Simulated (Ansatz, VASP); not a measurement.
# SrTe: VASP beside Ansatz

```
CELL_PARAMETERS angstrom
0.00000 3.28804 3.28804
3.28804 0.00000 3.28804
3.28804 3.28804 0.00000
ATOMIC_POSITIONS crystal
Sr 0.50000 0.50000 0.50000
Te 0.00000 0.00000 0.00000
```

Alike in both runs: task single point; functional PBEsol; k mesh 6 × 6 × 6; occupations gaussian, width 0.05 eV; non-collinear spin, spin-orbit coupling.

|  | VASP | Ansatz |
| --- | --- | --- |
| version | VASP 6.6.1 | Ansatz 0.2.0 |
| potentials or method | VASP PAW PBE potentials, release 64 (Sr_sv, Te), cutoff 500 eV | plane waves, PAW |
| valence electrons in the cell | 16 | 26 |

VASP gave:

```
pressure (GPa)           : 0.7
net moment per atom (μB) : 0.00
```

Which values does Ansatz return?

Pressure (GPa): 0.5; net moment per atom (μB): 0.00.

VASP's potentials were made for PBE, not for PBEsol. The functional is the same, so the differences come from potentials, cutoffs and numerics. VASP's potentials hold 16 valence electrons a cell and Ansatz's 26, so a difference there can come from the potentials and not from the codes.
